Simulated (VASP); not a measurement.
# Ti5O in VASP: a series of runs, part 2 of 2

VASP 6.6.1. Earlier steps stand in the parts before.

### Step 4. Single point, PBE

INCAR

```
SYSTEM = Ti5O
PREC = Accurate
ENCUT = 520
EDIFF = 1E-6
ISMEAR = 0
SIGMA = 0.1
LREAL = .False.
LASPH = .True.
NELM = 80
ALGO = Normal
ISIF = 2
LWAVE = .False.
LCHARG = .False.
LDIPOL = .True.
IDIPOL = 3
DIPOL = 0.5 0.5 0.388
GGA = PE
NBANDS = 42
```

KPOINTS

```
regular mesh
0
Gamma
  9 9 1
  0 0 0
```

POSCAR

```
Ti5O
1.0
    2.9381632086      0.0000000000      0.0000000000
   -1.4690816043      2.5445239791      0.0000000000
    0.0000000000      0.0000000000     24.7117068140
Ti O
5 1
Direct
    0.6666666667      0.3333333333      0.1618666015
    0.3333333333      0.6666666667      0.2559609806
    0.6666666667      0.3333333333      0.3506708119
    0.3333333333      0.6666666667      0.4475655916
    0.6666666667      0.3333333333      0.5346335206
    1.1666666667      0.6666666667      0.5793086090
```

Potentials or basis: VASP PAW PBE potentials, release 64 (Ti_sv, O).

Command:

```sh
$ cat potpaw_PBE.64/Ti_sv/POTCAR potpaw_PBE.64/O/POTCAR > POTCAR
$ mpirun -np 1 vasp_std > vasp.out
```

OUTCAR:

```text
SYSTEM = Ti5O
   PREC = Accurate
   ENCUT = 520
   EDIFF = 1E-6
   ISMEAR = 0
   LREAL = .False.
   LASPH = .True.
   NELM = 80
   ISIF = 2
   GGA = PE

 ion  position               nearest neighbor table
   1  0.667  0.333  0.162-   2 2.88   2 2.88   2 2.88
   2  0.333  0.667  0.256-   1 2.88   1 2.88   1 2.88   3 2.89   3 2.89   3 2.89
   3  0.667  0.333  0.351-   2 2.89   2 2.89   2 2.89
   4  0.333  0.667  0.448-   5 2.74   5 2.74   5 2.74
   5  0.667  0.333  0.535-   6 1.70   6 2.08   6 2.40   4 2.74   4 2.74   4 2.74
   6  0.167  0.667  0.579-   5 1.70   5 2.08   5 2.40

  LATTYP: Found a hexagonal cell.
 ALAT       =     2.9381632086
 C/A-ratio  =     8.4105970498

  Lattice vectors:

 A1 = (   2.9381632086,   0.0000000000,   0.0000000000)
 A2 = (  -1.4690816043,   2.5445239791,   0.0000000000)
 A3 = (   0.0000000000,   0.0000000000,  24.7117068140)

Analysis of symmetry for initial positions (statically):
=====================================================================
 Subroutine PRICEL returns:
 Original cell was already a primitive cell.

 Routine SETGRP: Setting up the symmetry group for a
 hexagonal supercell.

 Subroutine GETGRP returns: Found  1 space group operations
 (whereof  1 operations were pure point group operations)
 out of a pool of 24 trial point group operations.

The static configuration has the point symmetry C_1 .

Analysis of symmetry for dynamics (positions and initial velocities):
=====================================================================
 Subroutine PRICEL returns:
 Original cell was already a primitive cell.

 Routine SETGRP: Setting up the symmetry group for a
 hexagonal supercell.

 Subroutine GETGRP returns: Found  1 space group operations
 (whereof  1 operations were pure point group operations)
 out of a pool of 24 trial point group operations.

[... 133 lines left out ...]
   GGA     = PE    functional components
   LHFCALC =     F    Hartree Fock is set to
   AEXX    =    0.0000 exact exchange contribution
   IVDW    =     0    specifies the selected vdW correction
   LEPSILON=     F    determine dielectric tensor
   LRPA    =     F    only Hartree local field effects (RPA)
 non-spin polarized calculation
 Gauss-broadening in eV      SIGMA  =   0.10
  energy-cutoff  :      520.00
  volume of cell :      184.75
 maximum number of plane-waves:      5059
 NGX is ok and might be reduce to    24
   NGX = 11   NGY = 11   NGZ = 91

 dipolmoment           0.000000      0.000000     -0.008942 electrons x Angstroem

 number of electron      65.9999989 magnetization

 dipolmoment           0.000000      0.000000      0.085054 electrons x Angstroem

 Free energy of the ion-electron system (eV)
  ---------------------------------------------------
  ext. energy  EPLUGINS =         0.00000000
  ---------------------------------------------------
  free energy    TOTEN  =       -46.51636430 eV

  energy without entropy =      -46.46937393  energy(sigma->0) =      -46.49286911

 E-fermi :   1.3937     XC(G=0):  -6.4528

 val. band max:        1.3857317793   @ k =  -0.4444   0.3333   0.0000
 cond. band min:       1.3946761845   @ k =  -0.1111   0.2222   0.0000
 fundamental gap:      0.0089444052
 Fermi energy:         1.3937077120

 k-point     1 :       0.0000    0.0000    0.0000
  band No.  band energies     occupation
      1     -55.6906      2.00000
      2     -55.5784      2.00000
      3     -55.4309      2.00000
      4     -55.3534      2.00000
      5     -55.2856      2.00000
      6     -32.2188      2.00000
[... 1069 lines left out ...]
     41       3.2064      0.00000
     42       3.6784      0.00000

 [... further k-points ...]

------------------------ aborting loop because EDIFF is reached ----------------------------------------

 vacuum level on the upper side and lower side of the slab       (xc-potential included)         0.812        -1.227

  FORCE on cell =-STRESS in cart. coord.  units (eV):
  Direction    XX          YY          ZZ          XY          YZ          ZX
  --------------------------------------------------------------------------------------
  -------------------------------------------------------------------------------------
  Total        1.9207055      1.2119971      1.8527211      1.4234087      1.3607105      1.9144507
  in kB       16.6565924     10.5105869     16.0670229     12.3439738     11.8002475     16.6023495
  external PRESSURE =      14.4114007 kB  Pullay stress =       0.0000000 kB

 VOLUME and BASIS-vectors are now :
 -----------------------------------------------------------------------------
  energy-cutoff  :      520.00
  volume of cell :      184.75
      direct lattice vectors                 reciprocal lattice vectors
     2.938163209  0.000000000  0.000000000     0.340348690  0.196500408  0.000000000
    -1.469081604  2.544523979  0.000000000     0.000000000  0.393000816  0.000000000
     0.000000000  0.000000000 24.711706814     0.000000000  0.000000000  0.040466650

 POSITION                                       TOTAL-FORCE (eV/Angst)
 -----------------------------------------------------------------------------------
      1.46908      0.84817      4.00000         0.001860      0.000431      0.535715
     -0.00000      1.69635      6.32523         0.000961     -0.002925     -0.480880
      1.46908      0.84817      8.66567        -0.027252     -0.008161      0.088038
     -0.00000      1.69635     11.06011         0.158105      0.146683     -1.770028
      1.46908      0.84817     13.21171        -2.086888     -1.607446      1.516209
     -0.48969      1.69635     14.31570         1.953214      1.471418      0.110947
 -----------------------------------------------------------------------------------
    total drift:                                0.000217      0.000155      0.000860

  FREE ENERGIE OF THE ION-ELECTRON SYSTEM (eV)
  ---------------------------------------------------
  free  energy   TOTEN  =       -46.5163642950 eV

  energy  without entropy=      -46.4693739286  energy(sigma->0) =      -46.49286911

 vacuum level on the upper side and lower side of the slab         7.665         5.565
```

stdout:

```text
POSCAR found type information on POSCAR TiO
 POSCAR found :  2 types and       6 ions
 scaLAPACK will be used
 LDA part: xc-table for (Slater+PW92), standard interpolation
 POSCAR, INCAR and KPOINTS ok, starting setup
 FFT: planning ... GRIDC
 FFT: planning ... GRID_SOFT
 FFT: planning ... GRID
 WAVECAR not read
 entering main loop
```

It took 14 min on 1 thread of Intel Xeon 6975P-C, shared host; peak memory 0.47 GiB.

Results:

```yaml
Free_energy: -46.5164 eV
Largest_force: 3.039 eV/Å
Band_gap_on_the_k_mesh: zero (band 33 reaches 1.99 eV, above the bottom of band 34 at 1.17 eV)
```

Forces on the atoms (eV/Å):
```
Ti   0.002  0.000  0.536
Ti   0.001 -0.003 -0.481
Ti  -0.027 -0.008  0.088
Ti   0.158  0.147 -1.770
Ti  -2.087 -1.607  1.516
O    1.953  1.471  0.111
```

Levels at points of the mesh, in eV from the Fermi level:
```tsv
k point	band 29	band 30	band 31	band 32	band 33	band 34	band 35	band 36	band 37	band 38
(0.00, 0.00, 0.00)	-0.93	-0.14	0.12	0.42	0.59	0.65	0.67	0.71	0.72	0.81
```
